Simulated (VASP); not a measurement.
# TaN (P-6m2) in VASP: a series of runs, part 2 of 2

VASP 6.6.1.

**3. Single point, r2SCAN**

This run uses another cell than the first one, of 10.77 Å³/atom.

POSCAR

```
TaN
1.0
    2.9361065694      0.0000000000      0.0000000000
   -1.4680532847      2.5427428773      0.0000000000
    0.0000000000      0.0000000000      2.8847042567
Ta N
1 1
Direct
    0.0000000000      0.0000000000      0.5000000000
    0.6666666667      0.3333333333      0.0000000000
```

INCAR.step1

```
SYSTEM = TaN
ALGO     = Normal         ! electronic algorithm
EDIFF    = 1E-4           ! SCF threshold, eV
ENCUT    = 520            ! plane-wave cutoff, eV
GGA      = PE             ! functional
ISMEAR   = -1             ! smearing method
LASPH    = .True.         ! aspherical terms in the spheres
LCHARG   = .False.        ! write CHGCAR
LREAL    = .False.        ! projectors in reciprocal space
LWAVE    = .True.         ! write WAVECAR
NBANDS   = 15             ! bands
NELM     = 100            ! most SCF steps
PREC     = Accurate       ! precision mode
SIGMA    = 0.08           ! smearing width, eV
```

INCAR.step2

```
SYSTEM = TaN
ALGO     = Normal         ! electronic algorithm
EDIFF    = 1E-6           ! SCF threshold, eV
ENCUT    = 520            ! plane-wave cutoff, eV
ISIF     = 2              ! what is computed and relaxed
ISMEAR   = -1             ! smearing method
ISTART   = 1            
LASPH    = .True.         ! aspherical terms in the spheres
LCHARG   = .False.        ! write CHGCAR
LMIXTAU  = .True.       
LREAL    = .False.        ! projectors in reciprocal space
LWAVE    = .False.        ! write WAVECAR
METAGGA  = R2SCAN         ! meta-GGA
NBANDS   = 15             ! bands
NELM     = 100            ! most SCF steps
PREC     = Accurate       ! precision mode
SIGMA    = 0.08           ! smearing width, eV
```

KPOINTS

```
k-points
0
Gamma
  12 12 12
  0 0 0
```

Potentials or basis: VASP PAW PBE potentials, release 64 (Ta_pv, N).

Launch:

```sh
$ cat potpaw_PBE.64/Ta_pv/POTCAR potpaw_PBE.64/N/POTCAR > POTCAR
$ cp INCAR.step1 INCAR
$ mpirun -np 1 vasp_std > vasp.out
$ cp INCAR.step2 INCAR
$ mpirun -np 1 vasp_std > vasp.out
```

Run time: 3.2 min. Hardware: 1 thread of Intel Xeon 8259CL, shared host; peak memory 0.18 GiB.

The run converged. Its results:

```
Free energy            : -60.3964 eV
Pressure               : 1.6 GPa
Band gap on the k mesh : zero (bands 8 and 9 overlap by 0.37 eV)
```

Stress tensor (GPa, compression positive):
```
1.53 0.00 0.00
0.00 1.53 0.00
0.00 0.00 1.76
```

Levels at points of the mesh, in eV from the Fermi level:
```
           k point  band 6  band 7  band 8  band 9  band 10  band 11
(0.00, 0.00, 0.00)   -4.85   -4.43   -3.18    2.48     3.73     3.73
(0.50, 0.00, 0.00)   -5.49   -3.64   -3.43    3.19     4.14     5.44
(0.00, 0.00, 0.50)   -3.99   -3.99   -0.11   -0.11     2.34     3.61
(0.50, 0.00, 0.50)   -6.49   -5.96   -0.55    4.45     5.47     6.08
```

Caveat: the PAW data sets were made with another functional, which shifts forces and pressure a little; spin-orbit coupling is left out, which moves the levels of the heavy elements.

**4. Relaxation of cell and atoms, PBEsol**

This run uses another cell than the first one, of 10.78 Å³/atom.

INCAR

```
PREC = Accurate
ENCUT = 600
EDIFF = 1E-6
ISMEAR = -1
SIGMA = 0.08
LREAL = F
LASPH = T
NELM = 80
ALGO = Normal
ISIF = 3
LWAVE = F
LCHARG = F
GGA = PS
IBRION = 2
NSW = 100
EDIFFG = -0.002
```

KPOINTS

```
regular mesh
0
Gamma
  12 12 12
```

POSCAR

```
TaN
1.0
    2.9380000000      0.0000000000      0.0000000000
   -1.4690000000      2.5443826363      0.0000000000
    0.0000000000      0.0000000000      2.8830000000
Ta N
1 1
Direct
    0.0000000000      0.0000000000      0.5000000000
    0.6666666667      0.3333333333      0.0000000000
```

Launch:

```sh
$ cat potpaw_PBE.64/Ta_pv/POTCAR potpaw_PBE.64/N/POTCAR > POTCAR
$ mpirun -np 1 vasp_std > vasp.out
```

Wall time 3 min (1 thread of Intel Xeon 8259CL, shared host); peak memory 0.19 GiB.

Results (log left out):

| Item | Value |
| --- | --- |
| Free energy | -23.8095 eV |
| Relaxed volume | 10.65 Å³/atom |
| Relaxed cell | a = 2.926 Å, b = 2.926 Å, c = 2.873 Å, α = 90.00°, β = 90.00°, γ = 120.00° |
| Space group after relaxing (to 0.1 Å) | P-6m2 (No. 187) |
| Energy gained by relaxing | 1.7 meV/atom |
| Ionic steps | 8 |
| Pressure after relaxing | 0.0 GPa |
| Band gap on the k mesh | zero (bands 8 and 9 overlap by 0.32 eV) |

The path:
```tsv
step	energy change (eV)	largest force (eV/Å)	pressure (GPa)	volume (Å³)
1	0.0000	0.0000	-4.20	21.55
2	0.0180	0.0000	11.43	20.68
3	-0.0034	0.0000	-0.05	21.30
4	-0.0034	0.0000	0.04	21.30
5	-0.0034	0.0000	0.05	21.29
6	-0.0034	0.0000	0.05	21.29
7	-0.0034	0.0000	-0.07	21.30
8	-0.0034	0.0000	-0.01	21.30
```

Final structure:
```cif
data_structure
_symmetry_space_group_name_H-M 'P 1'
_symmetry_Int_Tables_number 1
_cell_length_a 2.9256
_cell_length_b 2.9256
_cell_length_c 2.8731
_cell_angle_alpha 90.000
_cell_angle_beta 90.000
_cell_angle_gamma 120.000
_cell_volume 21.30
loop_
_atom_site_label
_atom_site_type_symbol
_atom_site_fract_x
_atom_site_fract_y
_atom_site_fract_z
_atom_site_occupancy
Ta1 Ta 0.00000 0.00000 0.50000 1
N1 N 0.66667 0.33333 0.00000 1
```

Levels at points of the mesh, in eV from the Fermi level:
```csv
k point,band 5,band 6,band 7,band 8,band 9,band 10,band 11,band 12
"(0.00, 0.00, 0.00)",-4.62,-4.62,-4.29,-2.94,2.30,3.64,3.64,4.04
"(0.50, 0.00, 0.00)",-8.39,-5.27,-3.56,-3.19,3.02,4.11,5.27,5.39
"(0.00, 0.00, 0.50)",-9.47,-3.79,-3.79,-0.12,-0.12,2.46,3.33,3.33
"(0.50, 0.00, 0.50)",-7.42,-6.26,-5.77,-0.34,4.23,5.45,6.16,7.20
```

Caveat: the PAW data sets were made with another functional, which shifts forces and pressure a little; spin-orbit coupling is left out, which moves the levels of the heavy elements.

**5. Relaxation of cell and atoms, r2SCAN**

This run uses another cell than the first one, of 10.78 Å³/atom.

POSCAR is that of step 4.

INCAR.step1

```
SYSTEM = TaN
PREC = Accurate ; ENCUT = 600
ISMEAR = -1 ; SIGMA = 0.08
LREAL = .False. ; LASPH = .True.
NELM = 100 ; GGA = PE
ALGO = Normal ; EDIFF = 1E-4
LWAVE = .True. ; LCHARG = .False.
```

INCAR.step2

```
SYSTEM = TaN
PREC = Accurate ; ENCUT = 600
EDIFF = 1E-6 ; ISMEAR = -1
SIGMA = 0.08 ; LREAL = .False.
LASPH = .True. ; NELM = 100
ALGO = Normal ; ISIF = 3
LWAVE = .False. ; LCHARG = .False.
METAGGA = R2SCAN ; LMIXTAU = .True.
IBRION = 2 ; NSW = 100
EDIFFG = -0.002 ; ISTART = 1
```

KPOINTS

```
regular mesh
0
Gamma
  12 12 12
  0 0 0
```

Launch:

```sh
$ cat potpaw_PBE.64/Ta_pv/POTCAR potpaw_PBE.64/N/POTCAR > POTCAR
$ cp INCAR.step1 INCAR
$ mpirun -np 1 vasp_std > vasp.out
$ cp INCAR.step2 INCAR
$ mpirun -np 1 vasp_std > vasp.out
```

Wall time 15 min (1 thread of Intel Xeon 8259CL, shared host); peak memory 0.19 GiB.

The run converged. Its results:

```yaml
Free_energy: -60.3976 eV
Relaxed_volume: 10.82 Å³/atom
Relaxed_cell: a = 2.940 Å, b = 2.940 Å, c = 2.889 Å, α = 90.00°, β = 90.00°, γ = 120.00°
Space_group_after_relaxing_to_0.1_Å: P-6m2 (No. 187)
Energy_gained_by_relaxing: 0.2 meV/atom
Ionic_steps: 10
Pressure_after_relaxing: 0.0 GPa
Band_gap_on_the_k_mesh: zero (bands 8 and 9 overlap by 0.37 eV)
```

Step by step:
```csv
step,energy change (eV),largest force (eV/Å),pressure (GPa),volume (Å³)
1,0.0000,0.0000,1.41,21.55
2,0.0022,0.0000,-3.54,21.85
3,-0.0004,0.0000,-0.03,21.64
4,-0.0004,0.0000,-0.02,21.64
5,0.0003,0.0000,-1.82,21.74
6,-0.0004,0.0000,-0.08,21.64
7,-0.0004,0.0000,-0.02,21.63
8,-0.0004,0.0000,-0.05,21.64
9,-0.0004,0.0000,0.07,21.63
10,-0.0004,0.0000,0.01,21.63
```

Final structure:
```cif
data_structure
_symmetry_space_group_name_H-M 'P 1'
_symmetry_Int_Tables_number 1
_cell_length_a 2.9405
_cell_length_b 2.9405
_cell_length_c 2.8891
_cell_angle_alpha 90.000
_cell_angle_beta 90.000
_cell_angle_gamma 120.000
_cell_volume 21.63
loop_
_atom_site_label
_atom_site_type_symbol
_atom_site_fract_x
_atom_site_fract_y
_atom_site_fract_z
_atom_site_occupancy
Ta1 Ta 0.00000 0.00000 0.50000 1
N1 N 0.66667 0.33333 0.00000 1
```

Levels at points of the mesh, in eV from the Fermi level:
```
           k point  band 5  band 6  band 7  band 8  band 9  band 10  band 11  band 12
(0.00, 0.00, 0.00)   -4.82   -4.82   -4.40   -3.17    2.45     3.70     3.70     4.18
(0.50, 0.00, 0.00)   -8.61   -5.47   -3.62   -3.42    3.17     4.12     5.41     5.49
(0.00, 0.00, 0.50)   -9.72   -3.97   -3.97   -0.11   -0.11     2.33     3.59     3.59
(0.50, 0.00, 0.50)   -7.64   -6.47   -5.94   -0.55    4.42     5.44     6.04     7.41
```

Caveat: the PAW data sets were made with another functional, which shifts forces and pressure a little; spin-orbit coupling is left out, which moves the levels of the heavy elements. Zero-point motion and thermal expansion aren't in these numbers.

**6. Overview**

```csv
task,level,cell,cutoff (eV),gap on the mesh (eV),pressure (GPa),relaxed volume (Å³/atom)
single point,PBEsol,"a = 2.924, b = 2.924, c = 2.871 Å, angles 90.0, 90.0, 120.0°, 2 atoms",520,none,0.8,-
single point,r2SCAN,"a = 2.936, b = 2.936, c = 2.885 Å, angles 90.0, 90.0, 120.0°, 2 atoms",520,none,1.6,-
relaxation of cell and atoms,PBEsol,"relaxed from a = 2.938, b = 2.938, c = 2.883 Å, angles 90.0, 90.0, 120.0°, 2 atoms",600,none,0.0,10.65
relaxation of cell and atoms,r2SCAN,"relaxed from a = 2.938, b = 2.938, c = 2.883 Å, angles 90.0, 90.0, 120.0°, 2 atoms",600,none,0.0,10.82
```

Alike in all rows: potentials or basis VASP PAW PBE potentials, release 64 (Ta_pv, N); no spin polarisation; k mesh 12 × 12 × 12; smearing fermi-dirac 0.08 eV.

Caveats: the PAW data sets were made with another functional, which shifts forces and pressure a little; spin-orbit coupling is left out, which moves the levels of the heavy elements.

Total energies depend on the potentials used, so only differences within one code and one set of settings carry meaning.
